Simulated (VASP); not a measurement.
# HfO2 (Fm-3m) in VASP: further runs

HfO2 is run at these levels: BLYP; tasks: single point.

All numbers are computed with VASP 6.6.1; they aren't measurements. Logs are shortened: lines on timing, memory, paths and dates and some standing lists are left out, and cuts for length are marked.

## 1. The cell of the first run

The structure is cubic, space group Fm-3m (No. 225). Conventional cell: a = 5.115 Å, b = 5.115 Å, c = 5.115 Å, α = 90.00°, β = 90.00°, γ = 90.00°. Within 2.9 Å of Hf (site symmetry m-3m) lie 8 O at 2.21 Å. Within 2.9 Å of O (site symmetry -43m) lie 4 Hf at 2.21 Å and 6 O at 2.56 Å.

## 2. Single point, BLYP

INCAR reads:

```
SYSTEM = HfO2
PREC = Accurate
ENCUT = 600
EDIFF = 1E-6
ISMEAR = 0
SIGMA = 0.05
LREAL = .False.
LASPH = .True.
NELM = 120
ALGO = Normal
ISIF = 2
LWAVE = .False.
LCHARG = .True.
GGA = B5
ALDAX = 1.0
AGGAX = 1.0
AGGAC = 1.0
ALDAC = 0.0
LELF = .True.
LVHAR = .True.
NBANDS = 18
GGA_COMPAT = .False.
```

KPOINTS reads:

```
Automatic mesh
0
Gamma
  8 8 8
  0 0 0
```

POSCAR reads:

```
HfO2
1.0
    0.0000000000      2.5575019374      2.5575019374
    2.5575019374      0.0000000000      2.5575019374
    2.5575019374      2.5575019374      0.0000000000
Hf O
1 2
Direct
    0.0000000000      0.0000000000      0.0000000000
    0.2500000000      0.2500000000      0.2500000000
    0.7500000000      0.7500000000      0.7500000000
```

Potentials or basis: VASP PAW PBE potentials, release 64 (Hf_pv, O).

The run is started by

```bash
$ cat potpaw_PBE.64/Hf_pv/POTCAR potpaw_PBE.64/O/POTCAR > POTCAR
$ mpirun -np 1 vasp_std > vasp.out
```

OUTCAR:

```text
SYSTEM = HfO2
   PREC = Accurate
   ENCUT = 600
   EDIFF = 1E-6
   ISMEAR = 0
   LREAL = .False.
   LASPH = .True.
   NELM = 120
   ISIF = 2
   GGA = B5

 ion  position               nearest neighbor table
   1  0.000  0.000  0.000-   2 2.21   3 2.21   3 2.21   3 2.21   3 2.21   2 2.21   2 2.21   2 2.21

   2  0.250  0.250  0.250-   1 2.21   1 2.21   1 2.21   1 2.21
   3  0.750  0.750  0.750-   1 2.21   1 2.21   1 2.21   1 2.21

  LATTYP: Found a face centered cubic cell.
 ALAT       =     5.1150038748

  Lattice vectors:

 A1 = (   0.0000000000,   2.5575019374,   2.5575019374)
 A2 = (   2.5575019374,   0.0000000000,   2.5575019374)
 A3 = (   2.5575019374,   2.5575019374,   0.0000000000)

Analysis of symmetry for initial positions (statically):
=====================================================================
 Subroutine PRICEL returns:
 Original cell was already a primitive cell.

 Routine SETGRP: Setting up the symmetry group for a
 face centered cubic supercell.

 Subroutine GETGRP returns: Found 48 space group operations
 (whereof 48 operations were pure point group operations)
 out of a pool of 48 trial point group operations.

The static configuration has the point symmetry O_h .

Analysis of symmetry for dynamics (positions and initial velocities):
=====================================================================
 Subroutine PRICEL returns:
 Original cell was already a primitive cell.

 Routine SETGRP: Setting up the symmetry group for a
 face centered cubic supercell.

 Subroutine GETGRP returns: Found 48 space group operations
 (whereof 48 operations were pure point group operations)
 out of a pool of 48 trial point group operations.

The dynamic configuration has the point symmetry O_h .

 Subroutine INISYM returns: Found 48 space group operations
 (whereof 48 operations are pure point group operations),
 and found     1 'primitive' translations

----------------------------------------------------------------------------------------

                                     Primitive cell

  volume of cell :      33.4563

  direct lattice vectors                    reciprocal lattice vectors
     0.000000000  2.557501937  2.557501937    -0.195503273  0.195503273  0.195503273
     2.557501937  0.000000000  2.557501937     0.195503273 -0.195503273  0.195503273
     2.557501937  2.557501937  0.000000000     0.195503273  0.195503273 -0.195503273

  length of vectors
     3.616853926  3.616853926  3.616853926     0.338621602  0.338621602  0.338621602

  position of ions in fractional coordinates (direct lattice)
     0.000000000  0.000000000  0.000000000
     0.250000000  0.250000000  0.250000000
     0.750000000  0.750000000  0.750000000

  ion indices of the primitive-cell ions
   primitive index   ion index
                 1           1
                 2           2
                 3           3

----------------------------------------------------------------------------------------

 KPOINTS: Automatic mesh

Automatic generation of k-mesh.
 Grid dimensions read from file:
 generate k-points for:    8    8    8

 Generating k-lattice:

  Cartesian coordinates                     Fractional coordinates (reciprocal lattice)
    -0.024437909  0.024437909  0.024437909     0.125000000  0.000000000  0.000000000
     0.024437909 -0.024437909  0.024437909     0.000000000  0.125000000  0.000000000
     0.024437909  0.024437909 -0.024437909     0.000000000  0.000000000  0.125000000

  Length of vectors
     0.042327700  0.042327700  0.042327700

  Shift w.r.t. Gamma in fractional coordinates (k-lattice)
     0.000000000  0.000000000  0.000000000

 Subroutine IBZKPT returns following result:
 ===========================================

 Found     29 irreducible k-points:

 Following reciprocal coordinates:
            Coordinates               Weight
  0.000000  0.000000  0.000000      1.000000
  0.125000  0.000000  0.000000      8.000000
  0.250000  0.000000  0.000000      8.000000
  0.375000  0.000000  0.000000      8.000000
  0.500000  0.000000  0.000000      4.000000
  0.125000  0.125000  0.000000      6.000000
[... 16 lines left out ...]
  0.500000  0.250000  0.125000     48.000000
 -0.375000  0.250000  0.125000     24.000000
 [... further k-points ...]
   k-points           NKPTS =     29   k-points in BZ     NKDIM =     29   number of bands    NBANDS=     18
   number of dos      NEDOS =    301   number of ions     NIONS =      3
   total plane-waves  NPLWV =  27000
   dimension x,y,z NGX =    30 NGY =   30 NGZ =   30
   dimension x,y,z NGXF=    60 NGYF=   60 NGZF=   60
   ions per type =               1   2
   NGX,Y,Z   is equivalent  to a cutoff of  13.79, 13.79, 13.79 a.u.
   NGXF,Y,Z  is equivalent  to a cutoff of  27.58, 27.58, 27.58 a.u.
 SYSTEM =  HfO2
   PREC   = accura    normal or accurate (medium, high low for compatibility)
   ISTART =      0    job   : 0-new  1-cont  2-samecut
   ICHARG =      2    charge: 1-file 2-atom 10-const
   ISPIN  =      1    spin polarized calculation?
   LNONCOLLINEAR =      F non collinear calculations
   LSORBIT =      F    spin-orbit coupling
   LASPH  =      T    aspherical Exc in radial PAW
   ENCUT  =  600.0 eV  44.10 Ry    6.64 a.u.   7.22  7.22  7.22*2*pi/ulx,y,z
   NELM   =    120;   NELMIN=  2; NELMDL= -5     # of ELM steps
   EDIFF  = 0.1E-05   stopping-criterion for ELM
   LREAL  =      F    real-space projection
[... 7 lines left out ...]
   TEBEG  =    0.0;   TEEND  =   0.0 temperature during run
   PSTRESS=    0.0 pullay stress
   NELECT =      22.0000    total number of electrons
   NUPDOWN=      -1.0000    fix difference up-down
   EMIN   =  10.00;   EMAX   =-10.00  energy-range for DOS
   EFERMI =   0.00;   METHOD = LEGACY
   ISMEAR =     0;   SIGMA  =   0.05  broadening in eV -4-tet -1-fermi 0-gaus
   EFERMI_NEDOS =   21; number of points for ismear=-14 and -15
   IALGO  =     38    algorithm
   IMIX   =      4    mixing-type and parameters
     AMIX     =   0.40;   BMIX     =  1.00
     AMIX_MAG =   1.60;   BMIX_MAG =  1.00
  volume/ion in A,a.u.               =      11.15        75.26
  Fermi-wavevector in a.u.,A,eV,Ry     =   1.423606  2.690225 27.574295  2.026654
  Thomas-Fermi vector in A             =   2.544185
   LORBIT       =      0    0 simple, 1 ext, 2 COOP (PROOUT), +10 PAW based schemes
   GGA     = B5    functional components
   LHFCALC =     F    Hartree Fock is set to
   AEXX    =    0.0000 exact exchange contribution
   IVDW    =     0    specifies the selected vdW correction
   LEPSILON=     F    determine dielectric tensor
   LRPA    =     F    only Hartree local field effects (RPA)
 non-spin polarized calculation
 Gauss-broadening in eV      SIGMA  =   0.05
  energy-cutoff  :      600.00
  volume of cell :       33.46
 maximum number of plane-waves:      1139
 NGX is ok and might be reduce to    30
   NGX = 15   NGY = 15   NGZ = 15

 number of electron      21.9999993 magnetization

 Free energy of the ion-electron system (eV)
  ---------------------------------------------------
  ext. energy  EPLUGINS =         0.00000000
  ---------------------------------------------------
  free energy    TOTEN  =       -28.91652409 eV

  energy without entropy =      -28.91652409  energy(sigma->0) =      -28.91652409

 E-fermi :   4.6604     XC(G=0): -11.1492

 val. band max:        4.4042440062   @ k =   0.5000   0.5000   0.0000
 cond. band min:       8.2164066135   @ k =   0.5000   0.5000   0.0000
 fundamental gap:      3.8121626073
 Fermi energy:         4.6603699163

 k-point     1 :       0.0000    0.0000    0.0000
  band No.  band energies     occupation
      1     -25.2988      2.00000
      2     -25.2988      2.00000
      3     -25.2988      2.00000
      4     -14.0321      2.00000
      5     -11.1608      2.00000
      6      -0.7146      2.00000
[... 10 lines left out ...]
     17      14.4486      0.00000
     18      16.9991      0.00000

 k-point     2 :       0.1250    0.0000    0.0000
  band No.  band energies     occupation
      1     -25.3579      2.00000
      2     -25.3053      2.00000
      3     -25.3053      2.00000
      4     -13.8384      2.00000
      5     -11.3190      2.00000
      6      -0.5702      2.00000
[... 10 lines left out ...]
     17      14.2080      0.00000
     18      16.9859      0.00000

 k-point     3 :       0.2500    0.0000    0.0000
  band No.  band energies     occupation
      1     -25.4957      2.00000
      2     -25.3210      2.00000
      3     -25.3210      2.00000
      4     -13.3767      2.00000
      5     -11.6438      2.00000
      6      -0.2119      2.00000
[... 10 lines left out ...]
     17      13.7642      0.00000
     18      16.8645      0.00000

 k-point     4 :       0.3750    0.0000    0.0000
  band No.  band energies     occupation
      1     -25.6273      2.00000
      2     -25.3366      2.00000
      3     -25.3366      2.00000
      4     -12.9708      2.00000
      5     -11.8449      2.00000
      6       0.1465      2.00000
[... 375 lines left out ...]
      4     -12.9839      2.00000
      5     -11.8844      2.00000
      6      -0.2108      2.00000
[... 10 lines left out ...]
     17      14.1170      0.00000
     18      16.9484      0.00000

 k-point    23 :       0.5000    0.2500    0.1250
  band No.  band energies     occupation
      1     -25.6024      2.00000
      2     -25.4326      2.00000
      3     -25.3586      2.00000
      4     -12.6181      2.00000
      5     -12.0406      2.00000
      6      -0.2029      2.00000
[... 10 lines left out ...]
     17      15.1454      0.00000
     18      16.9059      0.00000

 k-point    24 :      -0.3750    0.2500    0.1250
  band No.  band energies     occupation
      1     -25.6279      2.00000
      2     -25.4520      2.00000
      3     -25.3674      2.00000
      4     -12.5303      2.00000
      5     -12.0266      2.00000
      6      -0.2030      2.00000
[... 10 lines left out ...]
     17      15.4701      0.00000
     18      16.8693      0.00000

 [... further k-points ...]

------------------------ aborting loop because EDIFF is reached ----------------------------------------

  FORCE on cell =-STRESS in cart. coord.  units (eV):
  Direction    XX          YY          ZZ          XY          YZ          ZX
  --------------------------------------------------------------------------------------
  -------------------------------------------------------------------------------------
  Total        0.1921408      0.1921408      0.1921408      0.0000000      0.0000000      0.0000000
  in kB        9.2013664      9.2013664      9.2013664      0.0000000      0.0000000      0.0000000
  external PRESSURE =       9.2013664 kB  Pullay stress =       0.0000000 kB

 VOLUME and BASIS-vectors are now :
 -----------------------------------------------------------------------------
  energy-cutoff  :      600.00
  volume of cell :       33.46
      direct lattice vectors                 reciprocal lattice vectors
     0.000000000  2.557501937  2.557501937    -0.195503273  0.195503273  0.195503273
     2.557501937  0.000000000  2.557501937     0.195503273 -0.195503273  0.195503273
     2.557501937  2.557501937  0.000000000     0.195503273  0.195503273 -0.195503273

 POSITION                                       TOTAL-FORCE (eV/Angst)
 -----------------------------------------------------------------------------------
      0.00000      0.00000      0.00000         0.000000      0.000000      0.000000
      1.27875      1.27875      1.27875         0.000000      0.000000      0.000000
      3.83625      3.83625      3.83625        -0.000000     -0.000000     -0.000000
 -----------------------------------------------------------------------------------
    total drift:                                0.000000     -0.000000      0.000000

  FREE ENERGIE OF THE ION-ELECTRON SYSTEM (eV)
  ---------------------------------------------------
  free  energy   TOTEN  =       -28.9165240905 eV

  energy  without entropy=      -28.9165240905  energy(sigma->0) =      -28.91652409
```

It took 46 s on 1 thread of Intel Xeon 8259CL, shared host; peak memory 0.18 GiB.

Results:

| Property | Result |
| --- | --- |
| Free energy | -28.9165 eV |
| Pressure | 0.9 GPa |
| Band gap on the k mesh | 3.81 eV |

Caveat: the PAW data sets were made with another functional, which shifts forces and pressure a little; spin-orbit coupling is left out, which moves the levels of the heavy elements.

## 3. Single point, BLYP (11.34 Å³/atom)

This run uses another cell than the first one, of 11.34 Å³/atom.

INCAR reads:

```
PREC = Accurate
ENCUT = 600
EDIFF = 1E-6
ISMEAR = 0
SIGMA = 0.05
LREAL = False
LASPH = True
NELM = 120
ALGO = Normal
ISIF = 2
LWAVE = False
LCHARG = False
GGA = B5
ALDAX = 1.0
AGGAX = 1.0
AGGAC = 1.0
ALDAC = 0.0
NBANDS = 18
GGA_COMPAT = False
```

KPOINTS reads:

```
regular mesh
0
Gamma
  8 8 8
```

POSCAR reads:

```
HfO2
1.0
    0.0000000000      2.5716145772      2.5716145772
    2.5716145772      0.0000000000      2.5716145772
    2.5716145772      2.5716145772      0.0000000000
Hf O
1 2
Direct
    0.0000000000      0.0000000000      0.0000000000
    0.2500000000      0.2500000000      0.2500000000
    0.7500000000      0.7500000000      0.7500000000
```

Potentials or basis: VASP PAW PBE potentials, release 64 (Hf_pv, O).

The run is started by

```bash
$ cat potpaw_PBE.64/Hf_pv/POTCAR potpaw_PBE.64/O/POTCAR > POTCAR
$ mpirun -np 1 vasp_std > vasp.out
```

It took 41 s on 1 thread of Intel Xeon 8259CL, shared host; peak memory 0.18 GiB.

Results (log left out):

```
Free energy            : -28.9143 eV
Pressure               : -3.0 GPa
Band gap on the k mesh : 3.76 eV
```

Levels at points of the mesh, in eV from the valence-band top:
```
           k point  band 9  band 10  band 11  band 12  band 13  band 14
(0.00, 0.00, 0.00)   -0.57    -0.57    -0.57     3.79     3.79     5.80
(0.50, 0.00, 0.00)   -2.55    -1.73    -1.73     4.44     4.44     6.60
(0.50, 0.50, 0.00)   -1.45    -1.45     0.00     3.76     5.24     6.29
```

Caveat: the PAW data sets were made with another functional, which shifts forces and pressure a little; spin-orbit coupling is left out, which moves the levels of the heavy elements. A k mesh can miss the band edges.

## 4. Single point, BLYP (11.11 Å³/atom)

This run uses another cell than the first one, of 11.11 Å³/atom.

INCAR reads:

```
AGGAC    = 1.0          
AGGAX    = 1.0          
ALDAC    = 0.0          
ALDAX    = 1.0          
ALGO     = Normal         # electronic algorithm
EDIFF    = 1E-6           # SCF threshold, eV
ENCUT    = 600            # plane-wave cutoff, eV
GGA      = B5             # functional
GGA_COMPAT= False        
ISIF     = 2              # what is computed and relaxed
ISMEAR   = 0              # smearing method
LASPH    = True           # aspherical terms in the spheres
LCHARG   = True           # write CHGCAR
LELF     = True           # ELF
LREAL    = False          # projectors in reciprocal space
LVHAR    = True         
LWAVE    = False          # write WAVECAR
NBANDS   = 18             # bands
NELM     = 120            # most SCF steps
PREC     = Accurate       # precision mode
SIGMA    = 0.05           # smearing width, eV
```

KPOINTS reads:

```
k-points
0
Gamma
  8 8 8
```

POSCAR reads:

```
HfO2
1.0
    0.0000000000      2.5543548989      2.5543548989
    2.5543548989      0.0000000000      2.5543548989
    2.5543548989      2.5543548989      0.0000000000
Hf O
1 2
Direct
    0.0000000000      0.0000000000      0.0000000000
    0.2500000000      0.2500000000      0.2500000000
    0.7500000000      0.7500000000      0.7500000000
```

The run is started by

```bash
$ cat potpaw_PBE.64/Hf_pv/POTCAR potpaw_PBE.64/O/POTCAR > POTCAR
$ mpirun -np 1 vasp_std > vasp.out
```

Run time: 45 s. Hardware: 1 thread of Intel Xeon 8259CL, shared host; peak memory 0.18 GiB.

Results (log left out):

| Property | Result |
| --- | --- |
| Free energy | -28.9152 eV |
| Pressure | 1.8 GPa |
| Band gap on the k mesh | 3.82 eV |

Levels at points of the mesh, in eV from the valence-band top:
| k point | band 7 | band 8 | band 9 | band 10 | band 11 | band 12 | band 13 | band 14 | band 15 | band 16 |
| --- | --- | --- | --- | --- | --- | --- | --- | --- | --- | --- |
| (0.00, 0.00, 0.00) | -5.14 | -5.14 | -0.58 | -0.58 | -0.58 | 3.85 | 3.85 | 5.97 | 10.09 | 10.09 |
| (0.50, 0.00, 0.00) | -4.14 | -2.94 | -2.60 | -1.76 | -1.76 | 4.52 | 4.52 | 6.79 | 9.10 | 9.10 |
| (0.50, 0.50, 0.00) | -3.33 | -3.33 | -1.48 | -1.48 | 0.00 | 3.82 | 5.35 | 6.47 | 7.94 | 7.94 |

Caveat: the PAW data sets were made with another functional, which shifts forces and pressure a little; spin-orbit coupling is left out, which moves the levels of the heavy elements.

## 5. Single point, BLYP (11.45 Å³/atom)

This run uses another cell than the first one, of 11.45 Å³/atom.

INCAR reads:

```
AGGAC = 1.0
AGGAX = 1.0
ALDAC = 0.0
ALDAX = 1.0
ALGO = Normal
EDIFF = 1E-6
ENCUT = 600
GGA = B5
GGA_COMPAT = F
ISIF = 2
ISMEAR = 0
LASPH = T
LCHARG = T
LELF = T
LREAL = F
LVHAR = T
LWAVE = F
NBANDS = 18
NELM = 120
PREC = Accurate
SIGMA = 0.05
```

KPOINTS is that of step 4.

POSCAR reads:

```
HfO2
1.0
    0.0000000000      2.5800247395      2.5800247395
    2.5800247395      0.0000000000      2.5800247395
    2.5800247395      2.5800247395      0.0000000000
Hf O
1 2
Direct
    0.0000000000      0.0000000000      0.0000000000
    0.2500000000      0.2500000000      0.2500000000
    0.7500000000      0.7500000000      0.7500000000
```

The run is started by

```bash
$ cat potpaw_PBE.64/Hf_pv/POTCAR potpaw_PBE.64/O/POTCAR > POTCAR
$ mpirun -np 1 vasp_std > vasp.out
```

Wall time 46 s (1 thread of Intel Xeon 8259CL, shared host); peak memory 0.18 GiB.

It converged, with:

```
Free energy            : -28.9067 eV
Pressure               : -5.1 GPa
Band gap on the k mesh : 3.73 eV
```

Levels at points of the mesh, in eV from the valence-band top:
```
           k point  band 9  band 10  band 11  band 12  band 13  band 14
(0.00, 0.00, 0.00)   -0.57    -0.57    -0.57     3.77     3.77     5.72
(0.50, 0.00, 0.00)   -2.53    -1.72    -1.72     4.40     4.40     6.51
(0.50, 0.50, 0.00)   -1.43    -1.43     0.00     3.73     5.19     6.20
```

Caveat: the cell stands under tension; the PAW data sets were made with another functional, which shifts forces and pressure a little; spin-orbit coupling is left out, which moves the levels of the heavy elements.

[end of part 1 of 2]
